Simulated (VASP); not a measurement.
Input of a VASP 6.6.1 run:

File INCAR:

```
PREC = Accurate
ENCUT = 520
EDIFF = 1E-6
ISMEAR = 1
SIGMA = 0.0152
LREAL = False
LASPH = True
NELM = 60
ALGO = Normal
ISIF = 2
LWAVE = False
LCHARG = True
GGA = PE
LELF = True
LVHAR = True
NBANDS = 44
```

KPOINTS

```
Automatic mesh
0
Gamma
  4 4 4
```

File POSCAR:

```
Cs2NaI6
1.0
   -4.5401170000      4.5401170000      4.6679290000
    4.5401170000     -4.5401170000      4.6679290000
    4.5401170000      4.5401170000     -4.6679290000
Na Cs I
1 2 6
Direct
    0.0000000000      0.0000000000      0.0000000000
    0.7500000000      0.2500000000      0.5000000000
    0.2500000000      0.7500000000      0.5000000000
    0.7937900000      0.7937900000      0.5875800000
    0.7937900000      0.2062100000      0.0000000000
    0.2062100000      0.2062100000      0.4124200000
    0.2062100000      0.7937900000      0.0000000000
    0.6500600000      0.6500600000      0.0000000000
    0.3499400000      0.3499400000      0.0000000000
```

Potentials or basis: VASP PAW PBE potentials, release 64 (Na_pv, Cs_sv, I).

Run with:

```console
$ cat potpaw_PBE.64/Na_pv/POTCAR potpaw_PBE.64/Cs_sv/POTCAR potpaw_PBE.64/I/POTCAR > POTCAR
$ mpirun -np 1 vasp_std > vasp.out
```

Problem. Estimate the largest force.

Solution. 1.576 eV/Å.

Problem. What does it give for the band gap on the k mesh?

Solution. Zero (an odd number of electrons rules out a gap without spin polarisation).

Problem. What does it give for the pressure?

Solution. 2.8 GPa.

Stress tensor (GPa, compression positive):
```
3.85 0.00 0.00
0.00 3.85 0.00
0.00 0.00 0.83
```

Caveat: spin-orbit coupling is left out, which moves the levels of the heavy elements; an odd number of electrons without spin polarisation forces a metal; a magnetic or distorted state may lie lower.
